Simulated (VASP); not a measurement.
Input of a VASP 6.6.1 run:

Contents of INCAR:

```
ALGO = Normal
EDIFF = 1E-6
ENCUT = 500
GGA = PE
GGA_COMPAT = F
ISIF = 2
ISMEAR = 0
IVDW = 12
LASPH = T
LCHARG = T
LELF = T
LREAL = F
LVHAR = T
LWAVE = F
NBANDS = 26
NELM = 120
PREC = Accurate
SIGMA = 0.1
```

The input KPOINTS:

```
k-points
0
Gamma
  8 8 8
```

The input POSCAR:

```
NbAs
1.0
   -1.7258500000      1.7258500000      5.8400000000
    1.7258500000     -1.7258500000      5.8400000000
    1.7258500000      1.7258500000     -5.8400000000
Nb As
2 2
Direct
    0.0000000000      0.0000000000      0.0000000000
    0.7500000000      0.2500000000      0.5000000000
    0.4160000000      0.4160000000      0.0000000000
    0.1660000000      0.6660000000      0.5000000000
```

Potentials or basis: VASP PAW PBE potentials, release 64 (Nb_sv, As).

Launch:

```bash
$ cat potpaw_PBE.64/Nb_sv/POTCAR potpaw_PBE.64/As/POTCAR > POTCAR
$ mpirun -np 1 vasp_std > vasp.out
```

(1) Estimate the pressure.

(2) Estimate the dispersion energy per atom.

(3) Estimate the band gap on the k mesh.

## Answers

(1) -2.7 GPa.

(2) -0.636 eV.

(3) zero (bands 18 and 19 overlap by 0.03 eV).
